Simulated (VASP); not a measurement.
# WO (Pm-3m) in VASP: single point with r2SCAN

Aim: the single point of WO with r2SCAN.

Program: VASP 6.6.1. These are calculated values, not measurements. Logs are shortened: lines on timing, memory, paths and dates and some standing lists are left out, and cuts for length are marked.

### 1 The cell of the first run

The structure is cubic, space group Pm-3m (No. 221). Conventional cell: a = 2.788 Å, b = 2.788 Å, c = 2.788 Å, α = 90.00°, β = 90.00°, γ = 90.00°. W (site symmetry m-3m) has 8 O at 2.41 Å and 6 W at 2.79 Å within 3.2 Å. O (site symmetry m-3m) has 8 W at 2.41 Å and 6 O at 2.79 Å within 3.2 Å.

### 2 Single point, r2SCAN, collinear spin

POSCAR

```
WO
1.0
    2.7878950436      0.0000000000      0.0000000000
    0.0000000000      2.7878950436      0.0000000000
    0.0000000000      0.0000000000      2.7878950436
W O
1 1
Direct
    0.0000000000      0.0000000000      0.0000000000
    0.5000000000      0.5000000000      0.5000000000
```

INCAR.step1

```
ALGO = Normal
EDIFF = 1E-4
ENCUT = 520
GGA = PE
ISMEAR = 0
ISPIN = 2
LASPH = T
LCHARG = F
LMAXMIX = 4
LREAL = F
LWAVE = T
MAGMOM = 2.5 0
NBANDS = 21
NELM = 150
PREC = Accurate
SIGMA = 0.1
```

INCAR.step2

```
ALGO = Normal
EDIFF = 1E-6
ENCUT = 520
ISIF = 2
ISMEAR = 0
ISPIN = 2
ISTART = 1
LASPH = T
LCHARG = T
LELF = T
LMAXMIX = 4
LMIXTAU = T
LORBIT = 11
LREAL = F
LVHAR = T
LWAVE = F
MAGMOM = 2.5 0
METAGGA = R2SCAN
NBANDS = 21
NELM = 150
PREC = Accurate
SIGMA = 0.1
```

KPOINTS

```
k-points
0
Gamma
  16 16 16
```

Potentials or basis: VASP PAW PBE potentials, release 64 (W_sv, O).

Command:

```
$ cat potpaw_PBE.64/W_sv/POTCAR potpaw_PBE.64/O/POTCAR > POTCAR
$ cp INCAR.step1 INCAR
$ mpirun -np 1 vasp_std > vasp.out
$ cp INCAR.step2 INCAR
$ mpirun -np 1 vasp_std > vasp.out
```

OUTCAR:

```text
EDIFF = 1E-6
   ENCUT = 520
   ISIF = 2
   ISMEAR = 0
   ISPIN = 2
   ISTART = 1
   LASPH = T
   LORBIT = 11
   LREAL = F
   METAGGA = R2SCAN
   NELM = 150
   PREC = Accurate

 ion  position               nearest neighbor table
   1  0.000  0.000  0.000-   2 2.41   2 2.41   2 2.41   2 2.41   2 2.41   2 2.41   2 2.41   2 2.41

   2  0.500  0.500  0.500-   1 2.41   1 2.41   1 2.41   1 2.41   1 2.41   1 2.41   1 2.41   1 2.41

  LATTYP: Found a simple cubic cell.
 ALAT       =     2.7878950436

  Lattice vectors:

 A1 = (   2.7878950436,   0.0000000000,   0.0000000000)
 A2 = (   0.0000000000,   2.7878950436,   0.0000000000)
 A3 = (   0.0000000000,   0.0000000000,   2.7878950436)

Analysis of symmetry for initial positions (statically):
=====================================================================
 Subroutine PRICEL returns:
 Original cell was already a primitive cell.

 Routine SETGRP: Setting up the symmetry group for a
 simple cubic supercell.

 Subroutine GETGRP returns: Found 48 space group operations
 (whereof 48 operations were pure point group operations)
 out of a pool of 48 trial point group operations.

The static configuration has the point symmetry O_h .

Analysis of symmetry for dynamics (positions and initial velocities):
=====================================================================
 Subroutine PRICEL returns:
 Original cell was already a primitive cell.

 Routine SETGRP: Setting up the symmetry group for a
 simple cubic supercell.

 Subroutine GETGRP returns: Found 48 space group operations
 (whereof 48 operations were pure point group operations)
 out of a pool of 48 trial point group operations.

The dynamic configuration has the point symmetry O_h .

Analysis of structural, dynamic, and magnetic symmetry:
=====================================================================
 Subroutine PRICEL returns:
 Original cell was already a primitive cell.

 Routine SETGRP: Setting up the symmetry group for a
 simple cubic supercell.

 Subroutine GETGRP returns: Found 48 space group operations
 (whereof 48 operations were pure point group operations)
 out of a pool of 48 trial point group operations.

The overall configuration has the point symmetry O_h .

 Subroutine INISYM returns: Found 48 space group operations
 (whereof 48 operations are pure point group operations),
 and found     1 'primitive' translations

----------------------------------------------------------------------------------------

                                     Primitive cell

  volume of cell :      21.6685

  direct lattice vectors                    reciprocal lattice vectors
     2.787895044  0.000000000  0.000000000     0.358693561  0.000000000  0.000000000
     0.000000000  2.787895044  0.000000000     0.000000000  0.358693561  0.000000000
     0.000000000  0.000000000  2.787895044     0.000000000  0.000000000  0.358693561

  length of vectors
     2.787895044  2.787895044  2.787895044     0.358693561  0.358693561  0.358693561

  position of ions in fractional coordinates (direct lattice)
     0.000000000  0.000000000  0.000000000
     0.500000000  0.500000000  0.500000000

  ion indices of the primitive-cell ions
   primitive index   ion index
                 1           1
                 2           2

----------------------------------------------------------------------------------------

 KPOINTS: k-points

Automatic generation of k-mesh.
 Grid dimensions read from file:
 generate k-points for:   16   16   16

 Generating k-lattice:

  Cartesian coordinates                     Fractional coordinates (reciprocal lattice)
     0.022418348  0.000000000  0.000000000     0.062500000  0.000000000  0.000000000
     0.000000000  0.022418348  0.000000000     0.000000000  0.062500000  0.000000000
     0.000000000  0.000000000  0.022418348     0.000000000  0.000000000  0.062500000

  Length of vectors
     0.022418348  0.022418348  0.022418348

  Shift w.r.t. Gamma in fractional coordinates (k-lattice)
     0.000000000  0.000000000  0.000000000

 Subroutine IBZKPT returns following result:
 ===========================================

 Found    165 irreducible k-points:

 Following reciprocal coordinates:
            Coordinates               Weight
  0.000000  0.000000  0.000000      1.000000
  0.062500  0.000000  0.000000      6.000000
  0.125000  0.000000  0.000000      6.000000
  0.187500  0.000000  0.000000      6.000000
  0.250000  0.000000  0.000000      6.000000
  0.312500  0.000000  0.000000      6.000000
[... 16 lines left out ...]
  0.437500  0.125000  0.000000     24.000000
  0.500000  0.125000  0.000000     12.000000
 [... further k-points ...]
   k-points           NKPTS =    165   k-points in BZ     NKDIM =    165   number of bands    NBANDS=     21
   number of dos      NEDOS =    301   number of ions     NIONS =      2
   total plane-waves  NPLWV =  13824
   dimension x,y,z NGX =    24 NGY =   24 NGZ =   24
   dimension x,y,z NGXF=    48 NGYF=   48 NGZF=   48
   ions per type =               1   1
   NGX,Y,Z   is equivalent  to a cutoff of  14.31, 14.31, 14.31 a.u.
   NGXF,Y,Z  is equivalent  to a cutoff of  28.62, 28.62, 28.62 a.u.
 SYSTEM =  unknown system
   PREC   = accura    normal or accurate (medium, high low for compatibility)
   ISTART =      1    job   : 0-new  1-cont  2-samecut
   ICHARG =      0    charge: 1-file 2-atom 10-const
   ISPIN  =      2    spin polarized calculation?
   LNONCOLLINEAR =      F non collinear calculations
   LSORBIT =      F    spin-orbit coupling
   LASPH  =      T    aspherical Exc in radial PAW
   ENCUT  =  520.0 eV  38.22 Ry    6.18 a.u.   5.18  5.18  5.18*2*pi/ulx,y,z
   NELM   =    150;   NELMIN=  2; NELMDL=  0     # of ELM steps
   EDIFF  = 0.1E-05   stopping-criterion for ELM
   LREAL  =      F    real-space projection
   EDIFFG = 0.1E-04   stopping-criterion for IOM
   NSW    =      0    number of steps for IOM
   IBRION =     -1    ionic relax: 0-MD 1-quasi-New 2-CG
   NFREE  =      0    steps in history (QN), initial steepest desc. (CG)
   ISIF   =      2    stress and relaxation
   ISYM   =      2    0-nonsym 1-usesym 2-fastsym
   POTIM  = 0.5000    time-step for ionic-motion
   TEBEG  =    0.0;   TEEND  =   0.0 temperature during run
   PSTRESS=    0.0 pullay stress
   NELECT =      20.0000    total number of electrons
   NUPDOWN=      -1.0000    fix difference up-down
   EMIN   =  10.00;   EMAX   =-10.00  energy-range for DOS
   EFERMI =   0.00;   METHOD = LEGACY
   ISMEAR =     0;   SIGMA  =   0.10  broadening in eV -4-tet -1-fermi 0-gaus
   EFERMI_NEDOS =   21; number of points for ismear=-14 and -15
   IALGO  =     38    algorithm
   IMIX   =      4    mixing-type and parameters
     AMIX     =   0.40;   BMIX     =  1.00
     AMIX_MAG =   1.60;   BMIX_MAG =  1.00
  volume/ion in A,a.u.               =      10.83        73.11
  Fermi-wavevector in a.u.,A,eV,Ry     =   1.593951  3.012131 34.568065  2.540681
  Thomas-Fermi vector in A             =   2.692102
   LORBIT       =     11    0 simple, 1 ext, 2 COOP (PROOUT), +10 PAW based schemes
   METAGGA = R2SCAN    functional components
   LHFCALC =     F    Hartree Fock is set to
   AEXX    =    0.0000 exact exchange contribution
   IVDW    =     0    specifies the selected vdW correction
   LEPSILON=     F    determine dielectric tensor
   LRPA    =     F    only Hartree local field effects (RPA)
 spin polarized calculation
 Gauss-broadening in eV      SIGMA  =   0.10
  energy-cutoff  :      520.00
  volume of cell :       21.67
 maximum number of plane-waves:       624
 NGX is ok and might be reduce to    24
   NGX = 11   NGY = 11   NGZ = 11

 number of electron      20.0000003 magnetization       0.0048807

 Free energy of the ion-electron system (eV)
  ---------------------------------------------------
  ext. energy  EPLUGINS =         0.00000000
  ---------------------------------------------------
  free energy    TOTEN  =       -56.44097880 eV

  energy without entropy =      -56.42936179  energy(sigma->0) =      -56.43517030

 E-fermi :  11.7351     XC(G=0): -14.5203

 val. band max:       11.7343354495   @ k =   0.5000   0.3750   0.3125
 cond. band min:      11.7528118353   @ k =   0.2500   0.1875   0.0625
 fundamental gap:      0.0184763858
 Fermi energy:        11.7351447305

 spin component 1

 k-point     1 :       0.0000    0.0000    0.0000
  band No.  band energies     occupation
      1     -65.4551      1.00000
      2     -28.6890      1.00000
      3     -28.6890      1.00000
      4     -28.6890      1.00000
      5     -11.7934      1.00000
      6       6.0182      1.00000
[... 13 lines left out ...]
     20      34.1249      0.00000
     21      34.1249      0.00000
[... 529 lines left out ...]
 k-point    24 :       0.5000    0.1250    0.0000
  band No.  band energies     occupation
      1     -65.3926      1.00000
      2     -29.5376      1.00000
      3     -28.7350      1.00000
      4     -28.6015      1.00000
      5     -10.5642      1.00000
      6       1.0146      1.00000
[... 13 lines left out ...]
     20      37.3772      0.00000
     21      39.1726      0.00000

 [... further k-points ...]

 spin component 2

 k-point     1 :       0.0000    0.0000    0.0000
  band No.  band energies     occupation
      1     -65.4528      1.00000
      2     -28.6858      1.00000
      3     -28.6858      1.00000
      4     -28.6858      1.00000
      5     -11.7929      1.00000
      6       6.0185      1.00000
[... 13 lines left out ...]
     20      34.1289      0.00000
     21      34.1289      0.00000
[... 529 lines left out ...]
 k-point    24 :       0.5000    0.1250    0.0000
  band No.  band energies     occupation
      1     -65.3903      1.00000
      2     -29.5344      1.00000
      3     -28.7318      1.00000
      4     -28.5983      1.00000
      5     -10.5639      1.00000
      6       1.0161      1.00000
[... 13 lines left out ...]
     20      37.3799      0.00000
     21      39.1742      0.00000

 [... further k-points ...]

------------------------ aborting loop because EDIFF is reached ----------------------------------------

  FORCE on cell =-STRESS in cart. coord.  units (eV):
  Direction    XX          YY          ZZ          XY          YZ          ZX
  --------------------------------------------------------------------------------------
  -------------------------------------------------------------------------------------
  Total        0.6639907      0.6639907      0.6639907      0.0000000      0.0000000     -0.0000000
  in kB       49.0956875     49.0956875     49.0956875      0.0000000      0.0000000     -0.0000000
  external PRESSURE =      49.0956875 kB  Pullay stress =       0.0000000 kB

 VOLUME and BASIS-vectors are now :
 -----------------------------------------------------------------------------
  energy-cutoff  :      520.00
  volume of cell :       21.67
      direct lattice vectors                 reciprocal lattice vectors
     2.787895044  0.000000000  0.000000000     0.358693561  0.000000000  0.000000000
     0.000000000  2.787895044  0.000000000     0.000000000  0.358693561  0.000000000
     0.000000000  0.000000000  2.787895044     0.000000000  0.000000000  0.358693561

 POSITION                                       TOTAL-FORCE (eV/Angst)
 -----------------------------------------------------------------------------------
      0.00000      0.00000      0.00000         0.000000      0.000000      0.000000
      1.39395      1.39395      1.39395         0.000000      0.000000      0.000000
 -----------------------------------------------------------------------------------
    total drift:                                0.000000      0.000000     -0.000000

  FREE ENERGIE OF THE ION-ELECTRON SYSTEM (eV)
  ---------------------------------------------------
  free  energy   TOTEN  =       -56.4409787990 eV

  energy  without entropy=      -56.4293617937  energy(sigma->0) =      -56.43517030

 total charge

# of ion       s       p       d       tot
------------------------------------------
    1        2.307   6.180   3.464  11.952
    2        1.631   3.317   0.000   4.947
--------------------------------------------------
tot          3.938   9.497   3.464  16.899

 magnetization (x)

# of ion       s       p       d       tot
------------------------------------------
    1        0.000   0.000   0.003   0.004
    2        0.000  -0.000   0.000   0.000
--------------------------------------------------
tot          0.000   0.000   0.003   0.004
```

Wall time 8.2 min (1 thread of Intel Xeon 8259CL, shared host); peak memory 0.25 GiB.

What came out:

- Free energy: -56.4410 eV
- Pressure: 4.9 GPa
- Band gap on the k mesh: zero (filled and empty bands overlap)
- Net moment: 0.00 μB per cell
- Valence electrons inside the program's atomic spheres: W 11.95; O 4.95

Levels at points of the mesh, in eV from the Fermi level:
Spin up:
| k point | band 8 | band 9 | band 10 | band 11 | band 12 | band 13 |
| --- | --- | --- | --- | --- | --- | --- |
| (0.00, 0.00, 0.00) | -5.72 | -5.52 | -5.52 | -2.29 | 2.37 | 2.37 |
| (0.50, 0.00, 0.00) | -6.72 | -4.60 | 0.89 | 2.45 | 2.45 | 2.80 |
| (0.50, 0.50, 0.00) | -5.25 | -4.59 | -1.90 | -0.22 | -0.22 | 4.52 |
| (0.50, 0.50, 0.50) | -10.06 | 2.62 | 2.62 | 2.62 | 4.73 | 4.73 |
Spin down:
```csv
k point,band 7,band 8,band 9,band 10,band 11,band 12,band 13,band 14
"(0.00, 0.00, 0.00)",-5.72,-5.72,-5.52,-5.52,-2.28,2.38,2.38,2.38
"(0.50, 0.00, 0.00)",-6.72,-6.72,-4.60,0.89,2.45,2.45,2.80,5.32
"(0.50, 0.50, 0.00)",-8.07,-5.25,-4.59,-1.90,-0.22,-0.22,4.52,9.51
"(0.50, 0.50, 0.50)",-10.06,-10.06,2.62,2.62,2.62,4.74,4.74,7.17
```

Caveat: the cell stands under pressure; the PAW data sets were made with another functional, which shifts forces and pressure a little; spin-orbit coupling is left out, which moves the levels of the heavy elements.
